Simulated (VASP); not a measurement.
# BN (P1) in VASP: single point with PBE

Aim: the single point of BN with PBE.

All numbers are computed with VASP 6.6.1; they aren't measurements. Logs are shortened: lines on timing, memory, paths and dates and some standing lists are left out, and cuts for length are marked.

## (1) The cell of the first run

The typed cell holds 2 atoms: a = 2.564 Å, b = 2.564 Å, c = 2.564 Å, α = 60.00°, β = 60.00°, γ = 60.00°.

## (2) Single point, PBE

INCAR reads:

```
SYSTEM = BN
ALGO = Normal ; EDIFF = 1E-6
ENCUT = 520 ; GGA = PE
ISIF = 2 ; ISMEAR = 0
LASPH = .True. ; LCHARG = .True.
LELF = .True. ; LREAL = .False.
LVHAR = .True. ; LWAVE = .False.
NBANDS = 11 ; NELM = 80
PREC = Accurate ; SIGMA = 0.05
```

KPOINTS reads:

```
k-points
0
Gamma
  14 14 14
  0 0 0
```

POSCAR reads:

```
BN
1.0
    0.0000000000      1.8130010000      1.8130010000
    1.8130010000      0.0000000000      1.8130010000
    1.8130010000      1.8130010000      0.0000000000
B N
1 1
Direct
    0.0000000000      0.0000000000      0.0000000000
    0.7983627889      0.7450857446      0.7703364499
```

Potentials or basis: VASP PAW PBE potentials, release 64 (B, N).

Started as:

```sh
$ cat potpaw_PBE.64/B/POTCAR potpaw_PBE.64/N/POTCAR > POTCAR
$ mpirun -np 1 vasp_std > vasp.out
```

OUTCAR:

```text
SYSTEM = BN
   EDIFF = 1E-6
   ENCUT = 520
   GGA = PE
   ISIF = 2
   ISMEAR = 0
   LASPH = .True.
   LREAL = .False.
   NELM = 80
   PREC = Accurate

 ion  position               nearest neighbor table
   1  0.000  0.000  0.000-   2 1.44   2 1.57   2 1.62   2 1.68
   2  0.798  0.745  0.770-   1 1.44   1 1.57   1 1.62   1 1.68

  LATTYP: Found a face centered cubic cell.
 ALAT       =     3.6260020000

  Lattice vectors:

 A1 = (   0.0000000000,   1.8130010000,   1.8130010000)
 A2 = (   1.8130010000,   0.0000000000,   1.8130010000)
 A3 = (   1.8130010000,   1.8130010000,   0.0000000000)

Analysis of symmetry for initial positions (statically):
=====================================================================
 Subroutine PRICEL returns:
 Original cell was already a primitive cell.

 Routine SETGRP: Setting up the symmetry group for a
 face centered cubic supercell.

 Subroutine GETGRP returns: Found  1 space group operations
 (whereof  1 operations were pure point group operations)
 out of a pool of 48 trial point group operations.

The static configuration has the point symmetry C_1 .

Analysis of symmetry for dynamics (positions and initial velocities):
=====================================================================
 Subroutine PRICEL returns:
 Original cell was already a primitive cell.

 Routine SETGRP: Setting up the symmetry group for a
 face centered cubic supercell.

 Subroutine GETGRP returns: Found  1 space group operations
 (whereof  1 operations were pure point group operations)
 out of a pool of 48 trial point group operations.

The dynamic configuration has the point symmetry C_1 .

 Subroutine INISYM returns: Found  1 space group operations
 (whereof  1 operations are pure point group operations),
 and found     1 'primitive' translations

----------------------------------------------------------------------------------------

                                     Primitive cell

  volume of cell :      11.9186

  direct lattice vectors                    reciprocal lattice vectors
     0.000000000  1.813001000  1.813001000    -0.275785838  0.275785838  0.275785838
     1.813001000  0.000000000  1.813001000     0.275785838 -0.275785838  0.275785838
     1.813001000  1.813001000  0.000000000     0.275785838  0.275785838 -0.275785838

  length of vectors
     2.563970603  2.563970603  2.563970603     0.477675083  0.477675083  0.477675083

  position of ions in fractional coordinates (direct lattice)
     0.000000000  0.000000000  0.000000000
     0.798362789  0.745085745  0.770336450

  ion indices of the primitive-cell ions
   primitive index   ion index
                 1           1
                 2           2

----------------------------------------------------------------------------------------

 KPOINTS: k-points

Automatic generation of k-mesh.
 Grid dimensions read from file:
 generate k-points for:   14   14   14

 Generating k-lattice:

  Cartesian coordinates                     Fractional coordinates (reciprocal lattice)
    -0.019698988  0.019698988  0.019698988     0.071428571  0.000000000  0.000000000
     0.019698988 -0.019698988  0.019698988     0.000000000  0.071428571  0.000000000
     0.019698988  0.019698988 -0.019698988     0.000000000  0.000000000  0.071428571

  Length of vectors
     0.034119649  0.034119649  0.034119649

  Shift w.r.t. Gamma in fractional coordinates (k-lattice)
     0.000000000  0.000000000  0.000000000

 Subroutine IBZKPT returns following result:
 ===========================================

 Found   1376 irreducible k-points:

 Following reciprocal coordinates:
            Coordinates               Weight
  0.000000  0.000000  0.000000      1.000000
  0.071429  0.000000  0.000000      2.000000
  0.000000  0.071429  0.000000      2.000000
  0.000000  0.000000  0.071429      2.000000
  0.071429  0.071429  0.071429      2.000000
  0.142857  0.000000  0.000000      2.000000
[... 16 lines left out ...]
  0.000000  0.428571  0.000000      2.000000
  0.000000  0.000000  0.428571      2.000000
 [... further k-points ...]
   k-points           NKPTS =   1376   k-points in BZ     NKDIM =   1376   number of bands    NBANDS=     11
   number of dos      NEDOS =    301   number of ions     NIONS =      2
   total plane-waves  NPLWV =   8000
   dimension x,y,z NGX =    20 NGY =   20 NGZ =   20
   dimension x,y,z NGXF=    40 NGYF=   40 NGZF=   40
   ions per type =               1   1
   NGX,Y,Z   is equivalent  to a cutoff of  12.97, 12.97, 12.97 a.u.
   NGXF,Y,Z  is equivalent  to a cutoff of  25.94, 25.94, 25.94 a.u.
 SYSTEM =  BN
   PREC   = accura    normal or accurate (medium, high low for compatibility)
   ISTART =      0    job   : 0-new  1-cont  2-samecut
   ICHARG =      2    charge: 1-file 2-atom 10-const
   ISPIN  =      1    spin polarized calculation?
   LNONCOLLINEAR =      F non collinear calculations
   LSORBIT =      F    spin-orbit coupling
   LASPH  =      T    aspherical Exc in radial PAW
   ENCUT  =  520.0 eV  38.22 Ry    6.18 a.u.   4.77  4.77  4.77*2*pi/ulx,y,z
   NELM   =     80;   NELMIN=  2; NELMDL= -5     # of ELM steps
   EDIFF  = 0.1E-05   stopping-criterion for ELM
   LREAL  =      F    real-space projection
   EDIFFG = 0.1E-04   stopping-criterion for IOM
   NSW    =      0    number of steps for IOM
   IBRION =     -1    ionic relax: 0-MD 1-quasi-New 2-CG
   NFREE  =      0    steps in history (QN), initial steepest desc. (CG)
   ISIF   =      2    stress and relaxation
   ISYM   =      2    0-nonsym 1-usesym 2-fastsym
   POTIM  = 0.5000    time-step for ionic-motion
   TEBEG  =    0.0;   TEEND  =   0.0 temperature during run
   PSTRESS=    0.0 pullay stress
   NELECT =       8.0000    total number of electrons
   NUPDOWN=      -1.0000    fix difference up-down
   EMIN   =  10.00;   EMAX   =-10.00  energy-range for DOS
   EFERMI =   0.00;   METHOD = LEGACY
   ISMEAR =     0;   SIGMA  =   0.05  broadening in eV -4-tet -1-fermi 0-gaus
   EFERMI_NEDOS =   21; number of points for ismear=-14 and -15
   IALGO  =     38    algorithm
   IMIX   =      4    mixing-type and parameters
     AMIX     =   0.40;   BMIX     =  1.00
     AMIX_MAG =   1.60;   BMIX_MAG =  1.00
  volume/ion in A,a.u.               =       5.96        40.22
  Fermi-wavevector in a.u.,A,eV,Ry     =   1.433387  2.708709 27.954506  2.054598
  Thomas-Fermi vector in A             =   2.552911
   LORBIT       =      0    0 simple, 1 ext, 2 COOP (PROOUT), +10 PAW based schemes
   GGA     = PE    functional components
   LHFCALC =     F    Hartree Fock is set to
   AEXX    =    0.0000 exact exchange contribution
   IVDW    =     0    specifies the selected vdW correction
   LEPSILON=     F    determine dielectric tensor
   LRPA    =     F    only Hartree local field effects (RPA)
 non-spin polarized calculation
 Gauss-broadening in eV      SIGMA  =   0.05
  energy-cutoff  :      520.00
  volume of cell :       11.92
 maximum number of plane-waves:       332
   NGX =  9   NGY =  9   NGZ =  9

 number of electron       8.0000000 magnetization

 Free energy of the ion-electron system (eV)
  ---------------------------------------------------
  ext. energy  EPLUGINS =         0.00000000
  ---------------------------------------------------
  free energy    TOTEN  =       -17.16005784 eV

  energy without entropy =      -17.16005784  energy(sigma->0) =      -17.16005784

 E-fermi :   8.5410     XC(G=0): -12.7757

 val. band max:        8.2689793035   @ k =   0.0000   0.0000   0.0000
 cond. band min:      11.4431158323   @ k =   0.0000   0.5000   0.5000
 fundamental gap:      3.1741365287
 Fermi energy:         8.5410323333

 k-point     1 :       0.0000    0.0000    0.0000
  band No.  band energies     occupation
      1     -12.8591      2.00000
      2       5.6933      2.00000
      3       7.6063      2.00000
      4       8.2690      2.00000
      5      15.3955      0.00000
      6      15.6770      0.00000
      7      17.0229      0.00000
      8      18.0679      0.00000
      9      31.6593      0.00000
     10      34.3536      0.00000
     11      34.9359      0.00000

 k-point     2 :       0.0714    0.0000    0.0000
  band No.  band energies     occupation
      1     -12.7350      2.00000
      2       5.5615      2.00000
      3       7.3451      2.00000
      4       7.6710      2.00000
      5      15.6066      0.00000
      6      15.8958      0.00000
      7      17.2996      0.00000
      8      18.3070      0.00000
      9      31.5027      0.00000
     10      33.1820      0.00000
     11      33.4387      0.00000

 k-point     3 :       0.0000    0.0714    0.0000
  band No.  band energies     occupation
      1     -12.7365      2.00000
      2       5.4183      2.00000
      3       7.1201      2.00000
      4       8.1282      2.00000
      5      15.4678      0.00000
      6      15.8137      0.00000
      7      17.3564      0.00000
      8      18.4629      0.00000
      9      31.4587      0.00000
     10      32.7093      0.00000
     11      33.3509      0.00000

 k-point     4 :       0.0000    0.0000    0.0714
  band No.  band energies     occupation
      1     -12.7358      2.00000
      2       5.5190      2.00000
      3       7.0601      2.00000
      4       8.0484      2.00000
      5      15.3934      0.00000
      6      16.0031      0.00000
      7      17.3435      0.00000
      8      18.3631      0.00000
      9      31.4567      0.00000
     10      32.9810      0.00000
     11      33.3785      0.00000

 k-point     5 :       0.0714    0.0714    0.0714
  band No.  band energies     occupation
      1     -12.7384      2.00000
      2       5.1915      2.00000
      3       7.4166      2.00000
      4       8.0960      2.00000
      5      15.6126      0.00000
      6      15.9590      0.00000
      7      16.8878      0.00000
      8      18.6732      0.00000
      9      31.4965      0.00000
     10      32.5037      0.00000
     11      32.8478      0.00000
[... 211 lines left out ...]
 k-point    21 :       0.3571    0.3571    0.3571
  band No.  band energies     occupation
      1     -10.0914      2.00000
      2      -1.6045      2.00000
      3       5.4897      2.00000
      4       6.3231      2.00000
      5      16.8495      0.00000
      6      17.7291      0.00000
      7      19.2082      0.00000
      8      22.4606      0.00000
      9      29.4487      0.00000
     10      30.4644      0.00000
     11      31.5681      0.00000

 k-point    22 :       0.4286    0.0000    0.0000
  band No.  band energies     occupation
      1      -9.1196      2.00000
      2      -2.4189      2.00000
      3       4.3308      2.00000
      4       6.1475      2.00000
      5      16.0518      0.00000
      6      17.0418      0.00000
      7      19.5848      0.00000
      8      21.6473      0.00000
      9      30.7114      0.00000
     10      33.2868      0.00000
     11      34.2327      0.00000

 k-point    23 :       0.0000    0.4286    0.0000
  band No.  band energies     occupation
      1      -9.1547      2.00000
      2      -2.7227      2.00000
      3       4.4661      2.00000
      4       6.5586      2.00000
      5      15.9074      0.00000
      6      16.8150      0.00000
      7      20.6057      0.00000
      8      22.2822      0.00000
      9      29.9863      0.00000
     10      32.4857      0.00000
     11      33.9000      0.00000

 k-point    24 :       0.0000    0.0000    0.4286
  band No.  band energies     occupation
      1      -9.1351      2.00000
      2      -2.5724      2.00000
      3       4.2731      2.00000
      4       6.4989      2.00000
      5      15.6512      0.00000
      6      17.1944      0.00000
      7      20.2175      0.00000
      8      21.9801      0.00000
      9      30.3886      0.00000
     10      32.7391      0.00000
     11      33.7217      0.00000

 [... further k-points ...]
[... 5 lines left out ...]
  --------------------------------------------------------------------------------------
  -------------------------------------------------------------------------------------
  Total        0.5894167      0.4336930      0.5240778      0.3087441      0.5054181      0.3217181
  in kB       79.2335125     58.3000403     70.4501990     41.5035395     67.9418357     43.2475900
  external PRESSURE =      69.3279173 kB  Pullay stress =       0.0000000 kB

 VOLUME and BASIS-vectors are now :
 -----------------------------------------------------------------------------
  energy-cutoff  :      520.00
  volume of cell :       11.92
      direct lattice vectors                 reciprocal lattice vectors
     0.000000000  1.813001000  1.813001000    -0.275785838  0.275785838  0.275785838
     1.813001000  0.000000000  1.813001000     0.275785838 -0.275785838  0.275785838
     1.813001000  1.813001000  0.000000000     0.275785838  0.275785838 -0.275785838

 POSITION                                       TOTAL-FORCE (eV/Angst)
 -----------------------------------------------------------------------------------
      0.00000      0.00000      0.00000         1.611849      3.091719      2.217392
      2.74746      2.84405      2.79827        -1.611849     -3.091719     -2.217392
 -----------------------------------------------------------------------------------
    total drift:                               -0.000075     -0.000123     -0.000103

  FREE ENERGIE OF THE ION-ELECTRON SYSTEM (eV)
  ---------------------------------------------------
  free  energy   TOTEN  =       -17.1600578356 eV

  energy  without entropy=      -17.1600578356  energy(sigma->0) =      -17.16005784
```

Run time: 5.4 min. Hardware: 1 thread of AMD EPYC 7R13, shared host; peak memory 0.24 GiB.

What came out:

- Free energy: -17.1601 eV
- Pressure: 6.9 GPa
- Largest force: 4.132 eV/Å
- Band gap on the k mesh: 3.17 eV, indirect (least direct gap 7.13 eV)

Forces in eV/Å, atoms in the order of the input:
```
B    1.612  3.092  2.217
N   -1.612 -3.092 -2.217
```

Stress tensor (GPa, compression positive):
```
7.92 4.15 4.32
4.15 5.83 6.79
4.32 6.79 7.05
```

Caveat: forces of over 1 eV/Å act on the atoms, so gaps and moduli don't describe the material at rest. A k mesh can miss the band edges.
